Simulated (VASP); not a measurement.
# ScF3 (P4/mmm) in VASP: further runs, part 2 of 2

VASP 6.6.1. Earlier steps stand in the parts before.

## Step 6: Single point, LDA

This run uses another cell than the first one, of the same volume but with other edges.

INCAR

```
PREC = Accurate
ENCUT = 520
EDIFF = 1E-7
ISMEAR = 0
SIGMA = 0.05
LREAL = False
LASPH = True
NELM = 100
ALGO = Normal
ISIF = 2
LWAVE = False
LCHARG = True
GGA = CA
LELF = True
LVHAR = True
NBANDS = 24
```

KPOINTS

```
Automatic mesh
0
Gamma
  6 6 6
```

POSCAR

```
ScF3
1.0
    3.5051979357      0.0000000000      0.0000000000
    0.0000000000      3.5051979357      0.0000000000
    0.0000000000      0.0000000000      5.2577969036
Sc F
1 3
Direct
    0.0000000000      0.0000000000      0.0000000000
    0.5000000000      0.0000000000      0.0000000000
    0.0000000000      0.5000000000      0.0000000000
    0.0000000000      0.0000000000      0.5000000000
```

Potentials or basis: VASP PAW LDA potentials, release 64 (Sc_sv, F).

The run is started by

```bash
cat potpaw_LDA.64/Sc_sv/POTCAR potpaw_LDA.64/F/POTCAR > POTCAR
mpirun -np 1 vasp_std > vasp.out
```

OUTCAR:

```text
PREC = Accurate
   ENCUT = 520
   EDIFF = 1E-7
   ISMEAR = 0
   LREAL = False
   LASPH = True
   NELM = 100
   ISIF = 2
   GGA = CA

 ion  position               nearest neighbor table
   1  0.000  0.000  0.000-   2 1.75   3 1.75   3 1.75   2 1.75   4 2.63   4 2.63
   2  0.500  0.000  0.000-   1 1.75   1 1.75
   3  0.000  0.500  0.000-   1 1.75   1 1.75
   4  0.000  0.000  0.500-   1 2.63   1 2.63

  LATTYP: Found a simple tetragonal cell.
 ALAT       =     3.5051979357
 C/A-ratio  =     1.5000000000

  Lattice vectors:

 A1 = (   3.5051979357,   0.0000000000,   0.0000000000)
 A2 = (   0.0000000000,   3.5051979357,   0.0000000000)
 A3 = (   0.0000000000,   0.0000000000,   5.2577969036)

Analysis of symmetry for initial positions (statically):
=====================================================================
 Subroutine PRICEL returns:
 Original cell was already a primitive cell.

 Routine SETGRP: Setting up the symmetry group for a
 simple tetragonal supercell.

 Subroutine GETGRP returns: Found 16 space group operations
 (whereof 16 operations were pure point group operations)
 out of a pool of 16 trial point group operations.

The static configuration has the point symmetry D_4h.

Analysis of symmetry for dynamics (positions and initial velocities):
=====================================================================
 Subroutine PRICEL returns:
 Original cell was already a primitive cell.

 Routine SETGRP: Setting up the symmetry group for a
 simple tetragonal supercell.

 Subroutine GETGRP returns: Found 16 space group operations
 (whereof 16 operations were pure point group operations)
 out of a pool of 16 trial point group operations.

The dynamic configuration has the point symmetry D_4h.

 Subroutine INISYM returns: Found 16 space group operations
 (whereof 16 operations are pure point group operations),
 and found     1 'primitive' translations

----------------------------------------------------------------------------------------

                                     Primitive cell

  volume of cell :      64.5995

  direct lattice vectors                    reciprocal lattice vectors
     3.505197936  0.000000000  0.000000000     0.285290594  0.000000000  0.000000000
     0.000000000  3.505197936  0.000000000     0.000000000  0.285290594  0.000000000
     0.000000000  0.000000000  5.257796904     0.000000000  0.000000000  0.190193729

  length of vectors
     3.505197936  3.505197936  5.257796904     0.285290594  0.285290594  0.190193729

  position of ions in fractional coordinates (direct lattice)
     0.000000000  0.000000000  0.000000000
     0.500000000  0.000000000  0.000000000
     0.000000000  0.500000000  0.000000000
     0.000000000  0.000000000  0.500000000

  ion indices of the primitive-cell ions
   primitive index   ion index
                 1           1
                 2           2
                 3           3
                 4           4

----------------------------------------------------------------------------------------

 KPOINTS: Automatic mesh

Automatic generation of k-mesh.
 Grid dimensions read from file:
 generate k-points for:    6    6    6

 Generating k-lattice:

  Cartesian coordinates                     Fractional coordinates (reciprocal lattice)
     0.047548432  0.000000000  0.000000000     0.166666667  0.000000000  0.000000000
     0.000000000  0.047548432  0.000000000     0.000000000  0.166666667  0.000000000
     0.000000000  0.000000000  0.031698955     0.000000000  0.000000000  0.166666667

  Length of vectors
     0.047548432  0.047548432  0.031698955

  Shift w.r.t. Gamma in fractional coordinates (k-lattice)
     0.000000000  0.000000000  0.000000000

 Subroutine IBZKPT returns following result:
 ===========================================

 Found     40 irreducible k-points:

 Following reciprocal coordinates:
            Coordinates               Weight
  0.000000  0.000000  0.000000      1.000000
  0.166667  0.000000  0.000000      4.000000
  0.333333  0.000000  0.000000      4.000000
  0.500000  0.000000  0.000000      2.000000
  0.166667  0.166667  0.000000      4.000000
  0.333333  0.166667  0.000000      8.000000
[... 16 lines left out ...]
  0.333333  0.000000  0.333333      8.000000
  0.500000  0.000000  0.333333      4.000000
 [... further k-points ...]
   k-points           NKPTS =     40   k-points in BZ     NKDIM =     40   number of bands    NBANDS=     24
   number of dos      NEDOS =    301   number of ions     NIONS =      4
   total plane-waves  NPLWV =  31360
   dimension x,y,z NGX =    28 NGY =   28 NGZ =   40
   dimension x,y,z NGXF=    56 NGYF=   56 NGZF=   80
   ions per type =               1   3
   NGX,Y,Z   is equivalent  to a cutoff of  13.28, 13.28, 12.65 a.u.
   NGXF,Y,Z  is equivalent  to a cutoff of  26.56, 26.56, 25.30 a.u.
 SYSTEM =  unknown system
   PREC   = accura    normal or accurate (medium, high low for compatibility)
   ISTART =      0    job   : 0-new  1-cont  2-samecut
   ICHARG =      2    charge: 1-file 2-atom 10-const
   ISPIN  =      1    spin polarized calculation?
   LNONCOLLINEAR =      F non collinear calculations
   LSORBIT =      F    spin-orbit coupling
   LASPH  =      T    aspherical Exc in radial PAW
   ENCUT  =  520.0 eV  38.22 Ry    6.18 a.u.   6.52  6.52  9.78*2*pi/ulx,y,z
   NELM   =    100;   NELMIN=  2; NELMDL= -5     # of ELM steps
   EDIFF  = 0.1E-06   stopping-criterion for ELM
   LREAL  =      F    real-space projection
   EDIFFG = 0.1E-05   stopping-criterion for IOM
   NSW    =      0    number of steps for IOM
   IBRION =     -1    ionic relax: 0-MD 1-quasi-New 2-CG
   NFREE  =      0    steps in history (QN), initial steepest desc. (CG)
   ISIF   =      2    stress and relaxation
   ISYM   =      2    0-nonsym 1-usesym 2-fastsym
   POTIM  = 0.5000    time-step for ionic-motion
   TEBEG  =    0.0;   TEEND  =   0.0 temperature during run
   PSTRESS=    0.0 pullay stress
   NELECT =      32.0000    total number of electrons
   NUPDOWN=      -1.0000    fix difference up-down
   EMIN   =  10.00;   EMAX   =-10.00  energy-range for DOS
   EFERMI =   0.00;   METHOD = LEGACY
   ISMEAR =     0;   SIGMA  =   0.05  broadening in eV -4-tet -1-fermi 0-gaus
   EFERMI_NEDOS =   21; number of points for ismear=-14 and -15
   IALGO  =     38    algorithm
   IMIX   =      4    mixing-type and parameters
     AMIX     =   0.40;   BMIX     =  1.00
     AMIX_MAG =   1.60;   BMIX_MAG =  1.00
  volume/ion in A,a.u.               =      16.15       108.98
  Fermi-wavevector in a.u.,A,eV,Ry     =   1.295334  2.447827 22.829091  1.677891
  Thomas-Fermi vector in A             =   2.426861
   LORBIT       =      0    0 simple, 1 ext, 2 COOP (PROOUT), +10 PAW based schemes
   GGA     = CA    functional components
   LHFCALC =     F    Hartree Fock is set to
   AEXX    =    0.0000 exact exchange contribution
   IVDW    =     0    specifies the selected vdW correction
   LEPSILON=     F    determine dielectric tensor
   LRPA    =     F    only Hartree local field effects (RPA)
 non-spin polarized calculation
 Gauss-broadening in eV      SIGMA  =   0.05
  energy-cutoff  :      520.00
  volume of cell :       64.60
 maximum number of plane-waves:      1772
 NGX is ok and might be reduce to    28

 number of electron      31.9999992 magnetization

 Free energy of the ion-electron system (eV)
  ---------------------------------------------------
  ext. energy  EPLUGINS =         0.00000000
  ---------------------------------------------------
  free energy    TOTEN  =       -25.02254167 eV

  energy without entropy =      -25.02254167  energy(sigma->0) =      -25.02254167

 E-fermi :  -1.0703     XC(G=0):  -8.8313

 val. band max:       -1.3852518074   @ k =   0.5000   0.0000   0.0000
 cond. band min:       1.7033516199   @ k =   0.0000   0.0000   0.0000
 fundamental gap:      3.0886034273
 Fermi energy:        -1.0703239564

 k-point     1 :       0.0000    0.0000    0.0000
  band No.  band energies     occupation
      1     -49.4864      2.00000
      2     -29.1264      2.00000
      3     -29.1264      2.00000
      4     -28.1666      2.00000
      5     -26.1239      2.00000
      6     -26.1040      2.00000
[... 637 lines left out ...]
     23       8.7811      0.00000
     24       8.9019      0.00000

 [... further k-points ...]

------------------------ aborting loop because EDIFF is reached ----------------------------------------

  FORCE on cell =-STRESS in cart. coord.  units (eV):
  Direction    XX          YY          ZZ          XY          YZ          ZX
  --------------------------------------------------------------------------------------
  -------------------------------------------------------------------------------------
  Total       22.8575845     22.8575845    -11.1239604      0.0000000     -0.0000000      0.0000000
  in kB      566.9072558    566.9072558   -275.8932752      0.0000000     -0.0000000      0.0000000
  external PRESSURE =     285.9737455 kB  Pullay stress =       0.0000000 kB

 VOLUME and BASIS-vectors are now :
 -----------------------------------------------------------------------------
  energy-cutoff  :      520.00
  volume of cell :       64.60
      direct lattice vectors                 reciprocal lattice vectors
     3.505197936  0.000000000  0.000000000     0.285290594  0.000000000  0.000000000
     0.000000000  3.505197936  0.000000000     0.000000000  0.285290594  0.000000000
     0.000000000  0.000000000  5.257796904     0.000000000  0.000000000  0.190193729

 POSITION                                       TOTAL-FORCE (eV/Angst)
 -----------------------------------------------------------------------------------
      0.00000      0.00000      0.00000         0.000000      0.000000      0.000000
      1.75260      0.00000      0.00000         0.000000      0.000000      0.000000
      0.00000      1.75260      0.00000         0.000000      0.000000      0.000000
      0.00000      0.00000      2.62890         0.000000      0.000000      0.000000
 -----------------------------------------------------------------------------------
    total drift:                               -0.000000      0.000000     -0.000000

  FREE ENERGIE OF THE ION-ELECTRON SYSTEM (eV)
  ---------------------------------------------------
  free  energy   TOTEN  =       -25.0225416720 eV

  energy  without entropy=      -25.0225416720  energy(sigma->0) =      -25.02254167
```

Wall time 34 s (1 thread of Intel Xeon 6975P-C (Granite Rapids), shared host); peak memory 0.17 GiB.

What came out:

```
Free energy            : -25.0225 eV
Pressure               : 28.6 GPa
Band gap on the k mesh : 3.09 eV, indirect (least direct gap 3.14 eV)
```

 A k mesh can miss the band edges.

## Step 7: The runs side by side

| cell | gap on the mesh (eV) | pressure (GPa) |
| --- | --- | --- |
| a = 3.676, b = 3.676, c = 4.779 Å, 4 atoms | 4.49 | 11.1 |
| a = 4.126, b = 4.126, c = 3.795 Å, 4 atoms | 5.90 | -0.7 |
| a = 3.887, b = 3.887, c = 4.276 Å, 4 atoms | 5.84 | -0.4 |
| a = 4.632, b = 4.632, c = 3.011 Å, 4 atoms | 4.42 | 51.0 |
| a = 3.505, b = 3.505, c = 5.258 Å, 4 atoms | 3.09 | 28.6 |

Alike in all rows: task single point; level LDA; potentials or basis VASP PAW LDA potentials, release 64 (Sc_sv, F); no spin polarisation; k mesh 6 × 6 × 6; cutoff (eV) 520; smearing gaussian 0.05 eV.

Total energies depend on the potentials used, so only differences within one code and one set of settings carry meaning.
